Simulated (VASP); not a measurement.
# Ag (I4/mmm) in VASP: a series of runs

The runs below take Ag through single point, with r2SCAN.

Everything below comes from runs of VASP 6.6.1. Logs are shortened: lines on timing, memory, paths and dates and some standing lists are left out, and cuts for length are marked.

## Step 1: The cell of the first run

It takes space group I4/mmm (No. 139, tetragonal). Conventional cell: a = 2.889 Å, b = 2.889 Å, c = 4.147 Å, α = 90.00°, β = 90.00°, γ = 90.00°. Ag (site symmetry 4/mmm) has 12 Ag at 2.89 to 2.91 Å within 3.8 Å.

## Step 2: Single point, r2SCAN (strain +0.0150 x Voigt [0, 1, 0, 0, 0, 0])

The input, POSCAR:

```
Ag
1.0
    0.0000000000      2.0737465000      2.0431000000
    2.0431000000      0.0000000000      2.0431000000
    2.0431000000      2.0737465000      0.0000000000
Ag
1
Direct
    0.0000000000      0.0000000000      0.0000000000
```

The input, INCAR.step1:

```
PREC     = Accurate       # precision mode
ENCUT    = 520            # plane-wave cutoff, eV
ISMEAR   = 0              # smearing method
SIGMA    = 0.15           # smearing width, eV
LREAL    = F              # projectors in reciprocal space
LASPH    = T              # aspherical terms in the spheres
NELM     = 80             # most SCF steps
NBANDS   = 12             # bands
GGA      = PE             # functional
ALGO     = Normal         # electronic algorithm
EDIFF    = 1E-4           # SCF threshold, eV
LWAVE    = T              # write WAVECAR
LCHARG   = F              # write CHGCAR
```

The input, INCAR.step2:

```
PREC     = Accurate       # precision mode
ENCUT    = 520            # plane-wave cutoff, eV
EDIFF    = 1E-6           # SCF threshold, eV
ISMEAR   = 0              # smearing method
SIGMA    = 0.15           # smearing width, eV
LREAL    = F              # projectors in reciprocal space
LASPH    = T              # aspherical terms in the spheres
NELM     = 80             # most SCF steps
ALGO     = Normal         # electronic algorithm
ISIF     = 2              # what is computed and relaxed
LWAVE    = F              # write WAVECAR
LCHARG   = T              # write CHGCAR
METAGGA  = R2SCAN         # meta-GGA
LMIXTAU  = T            
LELF     = T              # ELF
LVHAR    = T            
NBANDS   = 12             # bands
ISTART   = 1
```

The input, KPOINTS:

```
Automatic mesh
0
Gamma
  20 20 20
```

Potentials or basis: VASP PAW PBE potentials, release 64 (Ag).

Launch:

```
$ cat potpaw_PBE.64/Ag/POTCAR > POTCAR
$ cp INCAR.step1 INCAR
$ mpirun -np 1 vasp_std > vasp.out
$ cp INCAR.step2 INCAR
$ mpirun -np 1 vasp_std > vasp.out
```

OUTCAR:

```text
PREC = Accurate
   ENCUT = 520
   EDIFF = 1E-6
   ISMEAR = 0
   LREAL = F
   LASPH = T
   NELM = 80
   ISIF = 2
   METAGGA = R2SCAN
   ISTART = 1

 ion  position               nearest neighbor table
   1  0.000  0.000  0.000-

  LATTYP: Found a body centered tetragonal cell.
 ALAT       =     2.8893797293
 C/A-ratio  =     1.4354267658

  Lattice vectors:

 A1 = (   0.0000000000,  -2.0737465000,   2.0431000000)
 A2 = (   0.0000000000,  -2.0737465000,  -2.0431000000)
 A3 = (   2.0431000000,   2.0737465000,   0.0000000000)

Analysis of symmetry for initial positions (statically):
=====================================================================
 Subroutine PRICEL returns:
 Original cell was already a primitive cell.

 Routine SETGRP: Setting up the symmetry group for a
 body centered tetragonal supercell.

 Subroutine GETGRP returns: Found 16 space group operations
 (whereof 16 operations were pure point group operations)
 out of a pool of 16 trial point group operations.

The static configuration has the point symmetry D_4h.

Analysis of symmetry for dynamics (positions and initial velocities):
=====================================================================
 Subroutine PRICEL returns:
 Original cell was already a primitive cell.

 Routine SETGRP: Setting up the symmetry group for a
 body centered tetragonal supercell.

 Subroutine GETGRP returns: Found 16 space group operations
 (whereof 16 operations were pure point group operations)
 out of a pool of 16 trial point group operations.

The dynamic configuration has the point symmetry D_4h.

 Subroutine INISYM returns: Found 16 space group operations
 (whereof 16 operations are pure point group operations),
 and found     1 'primitive' translations

----------------------------------------------------------------------------------------

                                     Primitive cell

  volume of cell :      17.3127

  direct lattice vectors                    reciprocal lattice vectors
     0.000000000  2.073746500  2.043100000    -0.244726151  0.241109509  0.244726151
     2.043100000  0.000000000  2.043100000     0.244726151 -0.241109509  0.244726151
     2.043100000  2.073746500  0.000000000     0.244726151  0.241109509 -0.244726151

  length of vectors
     2.911130735  2.889379729  2.911130735     0.421800395  0.421800395  0.421800395

  position of ions in fractional coordinates (direct lattice)
     0.000000000  0.000000000  0.000000000

  ion indices of the primitive-cell ions
[... 77 lines left out ...]
   NSW    =      0    number of steps for IOM
   IBRION =     -1    ionic relax: 0-MD 1-quasi-New 2-CG
   NFREE  =      0    steps in history (QN), initial steepest desc. (CG)
   ISIF   =      2    stress and relaxation
   ISYM   =      2    0-nonsym 1-usesym 2-fastsym
   POTIM  = 0.5000    time-step for ionic-motion
   TEBEG  =    0.0;   TEEND  =   0.0 temperature during run
   PSTRESS=    0.0 pullay stress
   NELECT =      11.0000    total number of electrons
   NUPDOWN=      -1.0000    fix difference up-down
   EMIN   =  10.00;   EMAX   =-10.00  energy-range for DOS
   EFERMI =   0.00;   METHOD = LEGACY
   ISMEAR =     0;   SIGMA  =   0.15  broadening in eV -4-tet -1-fermi 0-gaus
   EFERMI_NEDOS =   21; number of points for ismear=-14 and -15
   IALGO  =     38    algorithm
   IMIX   =      4    mixing-type and parameters
     AMIX     =   0.40;   BMIX     =  1.00
     AMIX_MAG =   1.60;   BMIX_MAG =  1.00
  volume/ion in A,a.u.               =      17.31       116.83
  Fermi-wavevector in a.u.,A,eV,Ry     =   1.407400  2.659600 26.950061  1.980774
  Thomas-Fermi vector in A             =   2.529663
   LORBIT       =      0    0 simple, 1 ext, 2 COOP (PROOUT), +10 PAW based schemes
   METAGGA = R2SCAN    functional components
   LHFCALC =     F    Hartree Fock is set to
   AEXX    =    0.0000 exact exchange contribution
   IVDW    =     0    specifies the selected vdW correction
   LEPSILON=     F    determine dielectric tensor
   LRPA    =     F    only Hartree local field effects (RPA)
 non-spin polarized calculation
 Gauss-broadening in eV      SIGMA  =   0.15
  energy-cutoff  :      520.00
  volume of cell :       17.31
 maximum number of plane-waves:       487
 NGX is ok and might be reduce to    24
   NGX = 11   NGY = 11   NGZ = 11

 number of electron      10.9999998 magnetization

 Free energy of the ion-electron system (eV)
  ---------------------------------------------------
  ext. energy  EPLUGINS =         0.00000000
  ---------------------------------------------------
  free energy    TOTEN  =       -21.36095636 eV

  energy without entropy =      -21.35880114  energy(sigma->0) =      -21.35987875

 E-fermi :   8.2332     XC(G=0): -12.8627

 val. band max:        8.2255187376   @ k =   0.4000   0.4500   0.0500
 cond. band min:       8.2598296419   @ k =   0.4500   0.0000   0.3500
 fundamental gap:      0.0343109043
 Fermi energy:         8.2332053964

 k-point     1 :       0.0000    0.0000    0.0000
  band No.  band energies     occupation
      1       0.3786      2.00000
      2       3.0763      2.00000
      3       3.1702      2.00000
      4       3.1702      2.00000
      5       4.1058      2.00000
      6       4.2027      2.00000
      7      24.8407      0.00000
      8      28.3438      0.00000
      9      28.5347      0.00000
     10      28.5347      0.00000
     11      33.3922      0.00000
     12      34.2878      0.00000
[... 331 lines left out ...]
 k-point    24 :      -0.3500    0.0500    0.0000
  band No.  band energies     occupation
      1       1.7467      2.00000
      2       3.1704      2.00000
      3       3.2475      2.00000
      4       4.5296      2.00000
      5       4.6085      2.00000
      6       5.8331      2.00000
      7      15.2080      0.00000
      8      24.4063      0.00000
      9      26.3213      0.00000
     10      27.9042      0.00000
     11      31.3407      0.00000
     12      31.9112      0.00000

 [... further k-points ...]
[... 5 lines left out ...]
  --------------------------------------------------------------------------------------
  -------------------------------------------------------------------------------------
  Total        0.0158955     -0.0466767      0.0158955      0.0000000      0.0000000      0.0000000
  in kB        1.4710261     -4.3196249      1.4710261      0.0000000      0.0000000      0.0000000
  external PRESSURE =      -0.4591909 kB  Pullay stress =       0.0000000 kB

 VOLUME and BASIS-vectors are now :
 -----------------------------------------------------------------------------
  energy-cutoff  :      520.00
  volume of cell :       17.31
      direct lattice vectors                 reciprocal lattice vectors
     0.000000000  2.073746500  2.043100000    -0.244726151  0.241109509  0.244726151
     2.043100000  0.000000000  2.043100000     0.244726151 -0.241109509  0.244726151
     2.043100000  2.073746500  0.000000000     0.244726151  0.241109509 -0.244726151

 POSITION                                       TOTAL-FORCE (eV/Angst)
 -----------------------------------------------------------------------------------
      0.00000      0.00000      0.00000         0.000000     -0.000000      0.000000
 -----------------------------------------------------------------------------------
    total drift:                                0.000000     -0.000000     -0.000000

  FREE ENERGIE OF THE ION-ELECTRON SYSTEM (eV)
  ---------------------------------------------------
  free  energy   TOTEN  =       -21.3609563593 eV

  energy  without entropy=      -21.3588011408  energy(sigma->0) =      -21.35987875
```

OSZICAR.step1:

```text
N       E                     dE             d eps       ncg     rms          rms(c)
DAV:   1     0.520806020154E+02    0.52081E+02   -0.55044E+03 15536   0.828E+02
DAV:   2    -0.214871383218E+01   -0.54229E+02   -0.51316E+02 17808   0.193E+02
DAV:   3    -0.296439319124E+01   -0.81568E+00   -0.81519E+00 18176   0.251E+01
DAV:   4    -0.296692328355E+01   -0.25301E-02   -0.25300E-02 17752   0.146E+00
DAV:   5    -0.296694357711E+01   -0.20294E-04   -0.20293E-04 17696   0.118E-01    0.503E+00
DAV:   6    -0.272695399413E+01    0.23999E+00   -0.94812E-01 16748   0.871E+00    0.327E+00
DAV:   7    -0.271924938844E+01    0.77046E-02   -0.94423E-03 17880   0.920E-01    0.185E+00
DAV:   8    -0.271646336854E+01    0.27860E-02   -0.69910E-04 17392   0.198E-01    0.884E-02
DAV:   9    -0.271647011891E+01   -0.67504E-05   -0.84348E-06  9960   0.232E-02
   1 F= -.27164701E+01 E0= -.27153389E+01  d E =-.226243E-02
```

Wall time 5.1 min (1 thread of AMD EPYC 9R45 (Zen 5), shared host); peak memory 0.22 GiB.

Results:

```yaml
Free_energy: -21.3610 eV
Pressure: 0.0 GPa
Band_gap_on_the_k_mesh: zero (an odd number of electrons rules out a gap without spin polarisation)
```

Stress tensor (GPa, compression positive):
```
 0.15  0.00  0.00
 0.00 -0.43  0.00
 0.00  0.00  0.15
```

Levels at points of the mesh, in eV from the Fermi level:
```
           k point  band 4  band 5  band 6  band 7  band 8  band 9
(0.00, 0.00, 0.00)   -5.06   -4.13   -4.03   16.61   20.11   20.30
(0.50, 0.00, 0.00)   -3.30   -3.26   -0.30    3.61   15.82   18.28
(0.50, 0.50, 0.00)   -3.11   -3.03    1.82    6.97   10.95   10.96
(0.50, 0.00, 0.50)   -3.08   -3.08    1.56    6.59   11.23   11.23
```

Caveat: the cell differs from its parent crystal (strain +0.0150 x Voigt [0, 1, 0, 0, 0, 0]); the PAW data sets were made with another functional, which shifts forces and pressure a little.

## Step 3: Single point, r2SCAN (strain +0.0175 x Voigt [0, 1, 0, 0, 0, 0])

The input, POSCAR:

```
Ag
1.0
    0.0000000000      2.0788542500      2.0431000000
    2.0431000000      0.0000000000      2.0431000000
    2.0431000000      2.0788542500      0.0000000000
Ag
1
Direct
    0.0000000000      0.0000000000      0.0000000000
```

The input, INCAR.step1:

```
  PREC = Accurate
  ENCUT = 520
  ISMEAR = 0
  SIGMA = 0.15
  LREAL = F
  LASPH = T
  NELM = 80
  NBANDS = 12
  GGA = PE
  ALGO = Normal
  EDIFF = 1E-4
  LWAVE = T
  LCHARG = F
```

The input, INCAR.step2:

```
  PREC = Accurate
  ENCUT = 520
  EDIFF = 1E-7
  ISMEAR = 0
  SIGMA = 0.15
  LREAL = F
  LASPH = T
  NELM = 80
  ALGO = Normal
  ISIF = 2
  LWAVE = F
  LCHARG = F
  METAGGA = R2SCAN
  LMIXTAU = T
  NBANDS = 12
  ISTART = 1
```

The input, KPOINTS:

```
regular mesh
0
Gamma
  20 20 20
```

Potentials or basis: VASP PAW PBE potentials, release 64 (Ag).

Launch:

```
$ cat potpaw_PBE.64/Ag/POTCAR > POTCAR
$ cp INCAR.step1 INCAR
$ mpirun -np 1 vasp_std > vasp.out
$ cp INCAR.step2 INCAR
$ mpirun -np 1 vasp_std > vasp.out
```

It took 6 min on 1 thread of AMD EPYC 9R45 (Zen 5), shared host; peak memory 0.22 GiB.

It converged, with:

- Free energy: -21.3608 eV
- Pressure: -0.3 GPa
- Band gap on the k mesh: zero (an odd number of electrons rules out a gap without spin polarisation)

Stress tensor (GPa, compression positive):
```
-0.08  0.00  0.00
 0.00 -0.75  0.00
 0.00  0.00 -0.08
```

Levels at points of the mesh, in eV from the Fermi level:
| k point | band 3 | band 4 | band 5 | band 6 | band 7 | band 8 | band 9 | band 10 |
| --- | --- | --- | --- | --- | --- | --- | --- | --- |
| (0.00, 0.00, 0.00) | -5.05 | -5.05 | -4.13 | -4.02 | 16.60 | 20.07 | 20.29 | 20.29 |
| (0.50, 0.00, 0.00) | -5.06 | -3.31 | -3.26 | -0.29 | 3.60 | 15.81 | 18.23 | 18.62 |
| (0.50, 0.50, 0.00) | -3.32 | -3.11 | -3.03 | 1.83 | 6.97 | 10.92 | 10.94 | 17.35 |
| (0.50, 0.00, 0.50) | -3.32 | -3.08 | -3.08 | 1.53 | 6.53 | 11.24 | 11.24 | 17.65 |

Caveat: the cell differs from its parent crystal (strain +0.0175 x Voigt [0, 1, 0, 0, 0, 0]); the PAW data sets were made with another functional, which shifts forces and pressure a little.

## Step 4: Single point, r2SCAN (strain +0.0200 x Voigt [0, 1, 0, 0, 0, 0])

The input, POSCAR:

```
Ag
1.0
    0.0000000000      2.0839620000      2.0431000000
    2.0431000000      0.0000000000      2.0431000000
    2.0431000000      2.0839620000      0.0000000000
Ag
1
Direct
    0.0000000000      0.0000000000      0.0000000000
```

The input, INCAR.step1:

```
SYSTEM = Ag
PREC     = Accurate       ! precision mode
ENCUT    = 520            ! plane-wave cutoff, eV
ISMEAR   = 0              ! smearing method
SIGMA    = 0.15           ! smearing width, eV
LREAL    = .FALSE.        ! projectors in reciprocal space
LASPH    = .TRUE.         ! aspherical terms in the spheres
NELM     = 60             ! most SCF steps
NBANDS   = 12             ! bands
GGA      = PE             ! functional
ALGO     = Normal         ! electronic algorithm
EDIFF    = 1E-4           ! SCF threshold, eV
LWAVE    = .TRUE.         ! write WAVECAR
LCHARG   = .FALSE.        ! write CHGCAR
```

The input, INCAR.step2:

```
SYSTEM = Ag
PREC     = Accurate       ! precision mode
ENCUT    = 520            ! plane-wave cutoff, eV
EDIFF    = 1E-7           ! SCF threshold, eV
ISMEAR   = 0              ! smearing method
SIGMA    = 0.15           ! smearing width, eV
LREAL    = .FALSE.        ! projectors in reciprocal space
LASPH    = .TRUE.         ! aspherical terms in the spheres
NELM     = 60             ! most SCF steps
ALGO     = Normal         ! electronic algorithm
ISIF     = 2              ! what is computed and relaxed
LWAVE    = .FALSE.        ! write WAVECAR
LCHARG   = .TRUE.         ! write CHGCAR
METAGGA  = R2SCAN         ! meta-GGA
LMIXTAU  = .TRUE.       
LELF     = .TRUE.         ! ELF
LVHAR    = .TRUE.       
NBANDS   = 12             ! bands
ISTART   = 1
```

The input, KPOINTS:

```
regular mesh
0
G
  20 20 20
  0 0 0
```

Launch:

```
$ cat potpaw_PBE.64/Ag/POTCAR > POTCAR
$ cp INCAR.step1 INCAR
$ mpirun -np 1 vasp_std > vasp.out
$ cp INCAR.step2 INCAR
$ mpirun -np 1 vasp_std > vasp.out
```

It took 6 min on 1 thread of AMD EPYC 9R45 (Zen 5), shared host; peak memory 0.22 GiB.

It converged, with:

| Quantity | Value |
| --- | --- |
| Free energy | -21.3606 eV |
| Pressure | -0.5 GPa |
| Band gap on the k mesh | zero (an odd number of electrons rules out a gap without spin polarisation) |

Stress tensor (GPa, compression positive):
```
-0.29  0.00  0.00
 0.00 -1.06  0.00
 0.00  0.00 -0.29
```

Levels at points of the mesh, in eV from the Fermi level:
```csv
k point,band 4,band 5,band 6,band 7,band 8,band 9
"(0.00, 0.00, 0.00)",-5.04,-4.14,-4.01,16.60,20.03,20.28
"(0.50, 0.00, 0.00)",-3.31,-3.26,-0.29,3.58,15.80,18.18
"(0.50, 0.50, 0.00)",-3.12,-3.02,1.85,6.97,10.89,10.91
"(0.50, 0.00, 0.50)",-3.08,-3.08,1.51,6.47,11.26,11.26
```

Caveat: the cell differs from its parent crystal (strain +0.0200 x Voigt [0, 1, 0, 0, 0, 0]); the PAW data sets were made with another functional, which shifts forces and pressure a little.

## Step 5: Overview

```csv
cell,gap on the mesh (eV),pressure (GPa)
"a = 2.911, b = 2.889 Å, angles 60.2, 59.5, 60.2°, 1 atom",none,0.0
"a = 2.915, b = 2.889 Å, angles 60.3, 59.4, 60.3°, 1 atom",none,-0.3
"a = 2.918, b = 2.889 Å, angles 60.3, 59.3, 60.3°, 1 atom",none,-0.5
```

Alike in all rows: task single point; level r2SCAN; potentials or basis VASP PAW PBE potentials, release 64 (Ag); no spin polarisation; k mesh 20 × 20 × 20; cutoff (eV) 520; smearing gaussian 0.15 eV.

Caveats: the PAW data sets were made with another functional, which shifts forces and pressure a little.

Total energies depend on the potentials used, so only differences within one code and one set of settings carry meaning.
